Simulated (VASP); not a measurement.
LiRe12 (a cell with a defect): single point with PBEsol

LiRe12 (a cell with a defect):

```
Re Li
1.0
     5.52000    0.00000    0.00000
    -4.14000    7.17069    0.00000
     0.00000    0.00000    4.45740
Re Li
12 1
Cartesian
  0.0609 -0.0821 0.1584
  0.0741 1.6851 2.0879
  -1.3828 2.5124 0.1324
  -1.4042 4.0119 2.2105
  -2.7868 4.7452 0.0669
  -2.7602 6.4103 2.2407
  2.6735 -0.0729 0.1507
  2.6871 1.6933 2.0815
  1.3676 2.3718 -0.0018
  1.3944 4.0367 2.1721
  0.0118 4.7698 0.0283
  -0.0100 6.2689 2.1053
  4.1350 0.8044 3.3477
```

```yaml
Program: VASP 6.6.1
Task: single point
Functional: PBEsol
Potentials_or_basis: VASP PAW PBE potentials, release 64 (Re, Li_sv)
Cutoff: 520 eV
k_mesh: 2 × 2 × 2
Occupations: fermi-dirac, width 0.15 eV
Spin: no spin polarisation
```

```json
{"Largest force": "0.089 eV/Å", "Band gap on the k mesh": "zero (an odd number of electrons rules out a gap without spin polarisation)"}
```

Forces on the atoms (eV/Å):
```
Re   0.036 -0.011  0.058
Re   0.026  0.015 -0.067
Re   0.002  0.029  0.084
Re  -0.013 -0.001 -0.061
Re  -0.010 -0.015  0.051
Re   0.004  0.007 -0.064
Re  -0.027 -0.020  0.066
Re  -0.034  0.009 -0.064
Re  -0.002 -0.008  0.067
Re   0.012  0.017 -0.053
Re   0.012  0.001  0.057
Re  -0.004 -0.028 -0.077
Li  -0.002  0.004  0.002
```

Levels at points of the mesh, in eV from the Fermi level:
| k point | band 39 | band 40 | band 41 | band 42 | band 43 | band 44 | band 45 | band 46 | band 47 | band 48 |
| --- | --- | --- | --- | --- | --- | --- | --- | --- | --- | --- |
| (0.00, 0.00, 0.00) | -0.81 | -0.72 | -0.71 | -0.62 | -0.44 | 0.15 | 0.52 | 0.93 | 1.64 | 1.72 |
| (0.50, 0.00, 0.00) | -0.86 | -0.62 | -0.56 | -0.35 | -0.31 | 0.26 | 0.38 | 0.45 | 0.53 | 0.79 |
| (0.00, 0.50, 0.00) | -0.82 | -0.71 | -0.70 | -0.64 | -0.42 | -0.38 | -0.21 | 0.00 | 0.17 | 0.20 |
| (0.50, 0.50, 0.00) | -0.88 | -0.84 | -0.72 | -0.52 | -0.47 | -0.11 | 0.02 | 0.14 | 0.26 | 0.73 |
| (0.00, 0.00, 0.50) | -0.47 | -0.43 | -0.25 | -0.04 | 0.35 | 0.50 | 0.53 | 0.84 | 0.95 | 1.04 |
| (0.50, 0.00, 0.50) | -0.91 | -0.76 | -0.60 | -0.42 | -0.33 | -0.04 | 0.00 | 0.30 | 0.43 | 0.57 |
| (0.00, 0.50, 0.50) | -0.57 | -0.44 | -0.09 | 0.34 | 0.62 | 0.66 | 0.66 | 1.04 | 1.12 | 1.14 |
| (0.50, 0.50, 0.50) | -1.11 | -0.87 | -0.78 | -0.76 | -0.55 | -0.47 | -0.17 | 0.09 | 0.13 | 0.31 |

It took 3.1 min on 1 thread of Intel(R) Xeon(R) Platinum 8488C (Sapphire Rapids), on a shared host, peak memory 0.31 GiB.

Caveat: the k points lie up to 0.70 Å⁻¹ apart, too coarse for converged energies and pressures of a metal; the PAW data sets were made with another functional, which shifts forces and pressure a little; spin-orbit coupling is left out, which moves the levels of the heavy elements.
